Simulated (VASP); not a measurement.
Crystal: Ir.

```
CELL_PARAMETERS angstrom
0.00000 2.67314 2.67314
2.67314 0.00000 2.67314
2.67314 2.67314 0.00000
ATOMIC_POSITIONS crystal
Ir 0.12500 0.12500 0.12500
Ir 0.87500 0.87500 0.87500
```

* Program: VASP 6.6.1
* Task: relaxation of cell and atoms
* Functional: BLYP
* Potentials or basis: VASP PAW PBE potentials, release 64 (Ir)
* Cutoff: 600 eV
* k mesh: 10 × 10 × 10
* Occupations: fermi-dirac, width 0.1 eV
* Spin: no spin polarisation

At the start: pressure 41.7 GPa; volume 19.10 Å³/atom.

Task: Where does the relaxation end?

Result: Over 5 steps the energy falls by 402.6 meV/atom and the volume is 22.76 Å³/atom (+19.1 %); space group Fd-3m (No. 227, to 0.05 Å).

The path:
```tsv
step	energy change (eV)	largest force (eV/Å)	pressure (GPa)	volume (Å³)
1	0.0000	0.0000	41.70	38.20
2	2.1575	0.0000	-20.71	72.81
3	-0.7806	0.0000	-4.84	47.09
4	-0.8036	0.0000	-1.28	45.91
5	-0.8051	0.0000	0.02	45.51
```

Final structure:
```
CELL_PARAMETERS angstrom
0.00000 2.83381 2.83381
2.83381 0.00000 2.83381
2.83381 2.83381 0.00000
ATOMIC_POSITIONS crystal
Ir 0.12500 0.12500 0.12500
Ir 0.87500 0.87500 0.87500
```

Caveat: the volume moved by over 15 % at a fixed basis, so the end points are rough; the PAW data sets were made with another functional, which shifts forces and pressure a little.
